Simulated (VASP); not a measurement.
The system is Sn.

```
Sn
1.0
     0.00000    3.32829    3.32829
     3.32829    0.00000    3.32829
     3.32829    3.32829    0.00000
Sn
2
Direct
  0.00000 0.00000 0.00000
  0.25000 0.25000 0.25000
```

This isn't the form of Sn at room conditions, which is tetragonal (white tin).

Base run:

- Program: VASP 6.6.1
- Functional: r2SCAN
- Potentials or basis: VASP PAW PBE potentials, release 64 (Sn_d)
- Cutoff: 520 eV
- k mesh: 12 × 12 × 12
- Occupations: gaussian, width 0.05 eV
- Spin: no spin polarisation

Its results: band gap on the k mesh zero (bands 14 and 15 overlap by 0.02 eV); pressure -1.6 GPa.

Problem. The run is repeated on the same cell with these changes: functional from r2SCAN to PBE; k mesh from 12 × 12 × 12 to 6 × 6 × 6. What comes out?

Solution. Band gap on the k mesh zero (bands 14 and 15 overlap by 0.23 eV); pressure 0.0 GPa.

Several settings changed at once.

Caveats: spin-orbit coupling is left out, which moves the levels of the heavy elements; the PAW data sets were made with another functional, which shifts forces and pressure a little (at least some runs).
